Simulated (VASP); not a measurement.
# Sr (Im-3m) in VASP: further runs, part 2 of 2

VASP 6.6.1.

## Step 4: Single point, PBEsol (Ca replaced by Sr, lengths x 1.065, strained)

The input, INCAR:

```
PREC = Accurate
ENCUT = 520
EDIFF = 1E-7
ISMEAR = 0
SIGMA = 0.1
LREAL = False
LASPH = True
NELM = 100
ALGO = Normal
ISIF = 2
LWAVE = False
LCHARG = False
GGA = PS
NBANDS = 11
```

The input, KPOINTS:

```
Automatic mesh
0
Gamma
  6 6 6
```

The input, POSCAR:

```
Sr
1.0
   -2.4620816436      2.4620816436      2.4620816436
    2.4620816436     -2.4620816436      2.4620816436
    2.4620816436      2.4620816436     -2.4620816436
Sr
1
Direct
    0.0000000000      0.0000000000      0.0000000000
```

Potentials or basis: VASP PAW PBE potentials, release 64 (Sr_sv).

Command:

```console
$ cat potpaw_PBE.64/Sr_sv/POTCAR > POTCAR
$ mpirun -np 1 vasp_std > vasp.out
```

OUTCAR:

```text
PREC = Accurate
   ENCUT = 520
   EDIFF = 1E-7
   ISMEAR = 0
   LREAL = False
   LASPH = True
   NELM = 100
   ISIF = 2
   GGA = PS

 ion  position               nearest neighbor table
   1  0.000  0.000  0.000-

  LATTYP: Found a body centered cubic cell.
 ALAT       =     4.9241632872

  Lattice vectors:

 A1 = (  -2.4620816436,   2.4620816436,   2.4620816436)
 A2 = (   2.4620816436,  -2.4620816436,   2.4620816436)
 A3 = (   2.4620816436,   2.4620816436,  -2.4620816436)

Analysis of symmetry for initial positions (statically):
=====================================================================
 Subroutine PRICEL returns:
 Original cell was already a primitive cell.

 Routine SETGRP: Setting up the symmetry group for a
 body centered cubic supercell.

 Subroutine GETGRP returns: Found 48 space group operations
 (whereof 48 operations were pure point group operations)
 out of a pool of 48 trial point group operations.

The static configuration has the point symmetry O_h .

Analysis of symmetry for dynamics (positions and initial velocities):
=====================================================================
 Subroutine PRICEL returns:
 Original cell was already a primitive cell.

 Routine SETGRP: Setting up the symmetry group for a
 body centered cubic supercell.

 Subroutine GETGRP returns: Found 48 space group operations
 (whereof 48 operations were pure point group operations)
 out of a pool of 48 trial point group operations.

The dynamic configuration has the point symmetry O_h .

 Subroutine INISYM returns: Found 48 space group operations
 (whereof 48 operations are pure point group operations),
 and found     1 'primitive' translations

----------------------------------------------------------------------------------------

                                     Primitive cell

  volume of cell :      59.6990

  direct lattice vectors                    reciprocal lattice vectors
    -2.462081644  2.462081644  2.462081644     0.000000000  0.203080187  0.203080187
     2.462081644 -2.462081644  2.462081644     0.203080187  0.000000000  0.203080187
     2.462081644  2.462081644 -2.462081644     0.203080187  0.203080187  0.000000000

  length of vectors
     4.264450499  4.264450499  4.264450499     0.287198754  0.287198754  0.287198754

  position of ions in fractional coordinates (direct lattice)
     0.000000000  0.000000000  0.000000000

  ion indices of the primitive-cell ions
   primitive index   ion index
                 1           1

----------------------------------------------------------------------------------------

 KPOINTS: Automatic mesh

Automatic generation of k-mesh.
 Grid dimensions read from file:
 generate k-points for:    6    6    6

 Generating k-lattice:

  Cartesian coordinates                     Fractional coordinates (reciprocal lattice)
     0.000000000  0.033846698  0.033846698     0.166666667  0.000000000  0.000000000
     0.033846698  0.000000000  0.033846698     0.000000000  0.166666667  0.000000000
     0.033846698  0.033846698  0.000000000     0.000000000  0.000000000  0.166666667

  Length of vectors
     0.047866459  0.047866459  0.047866459

  Shift w.r.t. Gamma in fractional coordinates (k-lattice)
     0.000000000  0.000000000  0.000000000

 Subroutine IBZKPT returns following result:
 ===========================================

 Found     16 irreducible k-points:

 Following reciprocal coordinates:
            Coordinates               Weight
  0.000000  0.000000  0.000000      1.000000
  0.166667  0.000000  0.000000     12.000000
  0.333333  0.000000  0.000000     12.000000
  0.500000  0.000000  0.000000      6.000000
  0.166667  0.166667  0.000000     24.000000
  0.333333  0.166667  0.000000     48.000000
[... 8 lines left out ...]
  0.500000  0.500000  0.333333     12.000000
  0.500000  0.500000  0.500000      1.000000
   k-points           NKPTS =     16   k-points in BZ     NKDIM =     16   number of bands    NBANDS=     11
   number of dos      NEDOS =    301   number of ions     NIONS =      1
   total plane-waves  NPLWV =  32768
   dimension x,y,z NGX =    32 NGY =   32 NGZ =   32
   dimension x,y,z NGXF=    64 NGYF=   64 NGZF=   64
   ions per type =               1
   NGX,Y,Z   is equivalent  to a cutoff of  12.47, 12.47, 12.47 a.u.
   NGXF,Y,Z  is equivalent  to a cutoff of  24.95, 24.95, 24.95 a.u.
 SYSTEM =  unknown system
   PREC   = accura    normal or accurate (medium, high low for compatibility)
   ISTART =      0    job   : 0-new  1-cont  2-samecut
   ICHARG =      2    charge: 1-file 2-atom 10-const
   ISPIN  =      1    spin polarized calculation?
   LNONCOLLINEAR =      F non collinear calculations
   LSORBIT =      F    spin-orbit coupling
   LASPH  =      T    aspherical Exc in radial PAW
   ENCUT  =  520.0 eV  38.22 Ry    6.18 a.u.   7.93  7.93  7.93*2*pi/ulx,y,z
   NELM   =    100;   NELMIN=  2; NELMDL= -5     # of ELM steps
   EDIFF  = 0.1E-06   stopping-criterion for ELM
   LREAL  =      F    real-space projection
   EDIFFG = 0.1E-05   stopping-criterion for IOM
   NSW    =      0    number of steps for IOM
   IBRION =     -1    ionic relax: 0-MD 1-quasi-New 2-CG
   NFREE  =      0    steps in history (QN), initial steepest desc. (CG)
   ISIF   =      2    stress and relaxation
   ISYM   =      2    0-nonsym 1-usesym 2-fastsym
   POTIM  = 0.5000    time-step for ionic-motion
   TEBEG  =    0.0;   TEEND  =   0.0 temperature during run
   PSTRESS=    0.0 pullay stress
   NELECT =      10.0000    total number of electrons
   NUPDOWN=      -1.0000    fix difference up-down
   EMIN   =  10.00;   EMAX   =-10.00  energy-range for DOS
   EFERMI =   0.00;   METHOD = LEGACY
   ISMEAR =     0;   SIGMA  =   0.10  broadening in eV -4-tet -1-fermi 0-gaus
   EFERMI_NEDOS =   21; number of points for ismear=-14 and -15
   IALGO  =     38    algorithm
   IMIX   =      4    mixing-type and parameters
     AMIX     =   0.40;   BMIX     =  1.00
     AMIX_MAG =   1.60;   BMIX_MAG =  1.00
  volume/ion in A,a.u.               =      59.70       402.87
  Fermi-wavevector in a.u.,A,eV,Ry     =   0.902441  1.705367 11.080593  0.814401
  Thomas-Fermi vector in A             =   2.025645
   LORBIT       =      0    0 simple, 1 ext, 2 COOP (PROOUT), +10 PAW based schemes
   GGA     = PS    functional components
   LHFCALC =     F    Hartree Fock is set to
   AEXX    =    0.0000 exact exchange contribution
   IVDW    =     0    specifies the selected vdW correction
   LEPSILON=     F    determine dielectric tensor
   LRPA    =     F    only Hartree local field effects (RPA)
 non-spin polarized calculation
 Gauss-broadening in eV      SIGMA  =   0.10
  energy-cutoff  :      520.00
  volume of cell :       59.70
 maximum number of plane-waves:      1638
   NGX = 15   NGY = 15   NGZ = 15

 number of electron      10.0000000 magnetization

 Free energy of the ion-electron system (eV)
  ---------------------------------------------------
  ext. energy  EPLUGINS =         0.00000000
  ---------------------------------------------------
  free energy    TOTEN  =        -1.78770195 eV

  energy without entropy =       -1.77709956  energy(sigma->0) =       -1.78240075

 E-fermi :   1.2746     XC(G=0):  -7.1803

 val. band max:        1.2242354681   @ k =   0.5000   0.5000   0.3333
 cond. band min:       1.2909045552   @ k =   0.5000   0.5000   0.3333
 fundamental gap:      0.0666690871
 Fermi energy:         1.2746080383

 k-point     1 :       0.0000    0.0000    0.0000
  band No.  band energies     occupation
      1     -35.4724      2.00000
      2     -17.3832      2.00000
      3     -17.3832      2.00000
      4     -17.3832      2.00000
      5      -2.2927      2.00000
      6       3.4943      0.00000
      7       3.4943      0.00000
      8       3.4943      0.00000
      9       4.7352      0.00000
     10       4.7352      0.00000
     11       9.0204      0.00000
[... 197 lines left out ...]
 k-point    16 :       0.5000    0.5000    0.5000
  band No.  band energies     occupation
      1     -35.4539      2.00000
      2     -17.4914      2.00000
      3     -17.4914      2.00000
      4     -17.4914      2.00000
      5       1.2011      1.70172
      6       1.2011      1.70172
      7       4.5284      0.00000
      8       4.5284      0.00000
      9       4.5284      0.00000
     10       5.9128      0.00000
     11       5.9128      0.00000

------------------------ aborting loop because EDIFF is reached ----------------------------------------

  FORCE on cell =-STRESS in cart. coord.  units (eV):
  Direction    XX          YY          ZZ          XY          YZ          ZX
  --------------------------------------------------------------------------------------
  -------------------------------------------------------------------------------------
  Total       -0.5717795     -0.5717795     -0.5717795      0.0000000      0.0000000      0.0000000
  in kB      -15.3451737    -15.3451737    -15.3451737      0.0000000      0.0000000      0.0000000
  external PRESSURE =     -15.3451737 kB  Pullay stress =       0.0000000 kB

 VOLUME and BASIS-vectors are now :
 -----------------------------------------------------------------------------
  energy-cutoff  :      520.00
  volume of cell :       59.70
      direct lattice vectors                 reciprocal lattice vectors
    -2.462081644  2.462081644  2.462081644     0.000000000  0.203080187  0.203080187
     2.462081644 -2.462081644  2.462081644     0.203080187  0.000000000  0.203080187
     2.462081644  2.462081644 -2.462081644     0.203080187  0.203080187  0.000000000

 POSITION                                       TOTAL-FORCE (eV/Angst)
 -----------------------------------------------------------------------------------
      0.00000      0.00000      0.00000        -0.000000     -0.000000     -0.000000
 -----------------------------------------------------------------------------------
    total drift:                                0.000000      0.000000     -0.000000

  FREE ENERGIE OF THE ION-ELECTRON SYSTEM (eV)
  ---------------------------------------------------
  free  energy   TOTEN  =        -1.7877019480 eV

  energy  without entropy=       -1.7770995590  energy(sigma->0) =       -1.78240075
```

Wall time 5.7 s (1 thread of AMD EPYC 9R14 (Zen 4), shared host); peak memory 0.14 GiB.

Results:

* Free energy: -1.7877 eV
* Pressure: -1.5 GPa
* Band gap on the k mesh: zero (band 5 reaches 1.42 eV, above the bottom of band 6 at 1.20 eV)

Caveat: the cell differs from its parent crystal (Ca replaced by Sr, lengths x 1.065, strained); the PAW data sets were made with another functional, which shifts forces and pressure a little.

## Step 5: Summary

```tsv
cell	k mesh	gap on the mesh (eV)	pressure (GPa)
a = 4.199 Å, angles 109.5°, 1 atom	6 × 6 × 6	none	-1.2
a = 4.199 Å, angles 109.5°, 1 atom	12 × 12 × 12	none	-1.1
a = 4.264 Å, angles 109.5°, 1 atom	6 × 6 × 6	none	-1.5
```

Alike in all rows: task single point; level PBEsol; potentials or basis VASP PAW PBE potentials, release 64 (Sr_sv); no spin polarisation; cutoff (eV) 520; smearing gaussian 0.1 eV.

Caveats: the PAW data sets were made with another functional, which shifts forces and pressure a little.

Total energies depend on the potentials used, so only differences within one code and one set of settings carry meaning.
